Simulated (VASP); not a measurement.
Set up this calculation in VASP 6.6.1, as the native input.

- Task: single point
- Functional: PBE
- Potentials or basis: VASP PAW PBE potentials, release 64 (Ru_pv)
- Cutoff: 520 eV
- k mesh: 18 × 18 × 10
- Occupations: gaussian, width 0.1 eV
- Spin: no spin polarisation
- Dipole correction: no
- Further INCAR settings: ALGO = Normal; EDIFF = 1e-06; NBANDS = 21

The structure of Ru lies in POSCAR:

```
Ru
1.0
    2.6621428581      0.0000000000      0.0000000000
   -1.3310714290      2.3054833436      0.0000000000
    0.0000000000      0.0000000000      4.2165088479
Ru
2
Direct
    0.3333333333      0.6666666667      0.2500000000
    0.6666666667      0.3333333333      0.7500000000
```

One way to write it, as run:

INCAR

```
  PREC = Accurate
  ENCUT = 520
  EDIFF = 1E-6
  ISMEAR = 0
  SIGMA = 0.1
  LREAL = F
  LASPH = T
  NELM = 100
  ALGO = Normal
  ISIF = 2
  LWAVE = F
  LCHARG = F
  GGA = PE
  NBANDS = 21
```

KPOINTS

```
regular mesh
0
Gamma
  18 18 10
```

Potentials or basis: VASP PAW PBE potentials, release 64 (Ru_pv).

Run with:

```console
$ cat potpaw_PBE.64/Ru_pv/POTCAR > POTCAR
$ mpirun -np 1 vasp_std > vasp.out
```

Results of the run:

```
Pressure               : 22.4 GPa
Band gap on the k mesh : zero (bands 14 and 15 overlap by 3.36 eV)
```

Caveat: the cell stands under pressure.

Run time: 41 s on 1 thread of Intel(R) Xeon(R) 6975P-C (Granite Rapids) (shared host), peak memory 0.21 GiB.
